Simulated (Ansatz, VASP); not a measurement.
# BN in VASP and in Ansatz

Contents of INCAR:

```
PREC     = Accurate       # precision mode
ENCUT    = 520            # plane-wave cutoff, eV
EDIFF    = 1E-6           # SCF threshold, eV
ISMEAR   = 0              # smearing method
SIGMA    = 0.05           # smearing width, eV
LREAL    = False          # projectors in reciprocal space
LASPH    = True           # aspherical terms in the spheres
NELM     = 100            # most SCF steps
ALGO     = Normal         # electronic algorithm
ISIF     = 2              # what is computed and relaxed
LWAVE    = False          # write WAVECAR
LCHARG   = False          # write CHGCAR
GGA      = PE             # functional
NBANDS   = 16             # bands
```

File KPOINTS:

```
regular mesh
0
Gamma
  6 6 6
```

Contents of POSCAR:

```
BN
1.0
    0.0000000000     -1.8123937734     -1.8123937734
   -1.8123937734      0.0000000000     -1.8123937734
    1.8123937734      1.8123937734     -3.6247875468
B N
2 2
Direct
   -0.0162210955      0.0116717570      0.0000000000
    0.5162210955      0.4883282430      0.5000000000
    0.3583998934      0.3869444714      0.8750000000
    0.8916001066      0.8630555286      0.3750000000
```

Input for Ansatz:

```yaml
crystal:
  lattice:
    - [0.0, -1.8123937734, -1.8123937734]
    - [-1.8123937734, 0.0, -1.8123937734]
    - [1.8123937734, 1.8123937734, -3.6247875468]
  atoms:
    - { symbol: B, position: [-0.0162210955, 0.011671757, 0.0] }
    - { symbol: B, position: [0.5162210955, 0.488328243, 0.5] }
    - { symbol: "N", position: [0.3583998934, 0.3869444714, 0.875] }
    - { symbol: "N", position: [0.8916001066, 0.8630555286, 0.375] }
basis:
  ecutwfc: 520.0
kpoints:
  mp_grid: { grid: [6, 6, 6] }
hamiltonian:
  xc: pbe
scf:
  occupations: { method: gaussian, width: 0.05 }
output:
  forces: true
  stress: true
  eigenvalues: true
```

Change from the starting cell: mode 4 frozen in at -0.017 Å and mode 5 at +0.034 Å (largest displacements).

Alike in both runs: task single point; functional PBE; k mesh 6 × 6 × 6; occupations gaussian, width 0.05 eV; no spin polarisation.

|  | VASP | Ansatz |
| --- | --- | --- |
| version | VASP 6.6.1 | Ansatz 0.2.0 |
| potentials or method | VASP PAW PBE potentials, release 64 (B, N), cutoff 520 eV | scalar-relativistic, plane waves, PAW |
| valence electrons in the cell | 16 | 16 |

|  | VASP | Ansatz | Ansatz less VASP |
| --- | --- | --- | --- |
| gap on the k mesh at the Fermi level (eV) | 4.42 | 4.43 | +0.011 |
| least direct gap on the mesh (eV) | 6.35 | 6.37 | +0.013 |
| pressure (GPa) | 0.2 | 0.0 | -0.22 |
| traceless stress, the component that is largest in VASP (GPa) | -0.29 | -0.29 | 0.000 |
| rms of the force components (eV/Å) | 0.233 | 0.233 | +0.0002 |

Atom by atom the forces differ by 0.000 eV/Å (rms over components). With one functional, cell and mesh, what is left measures potentials, basis and numerics.

The k mesh is coarse, so the values compare programs but aren't converged.
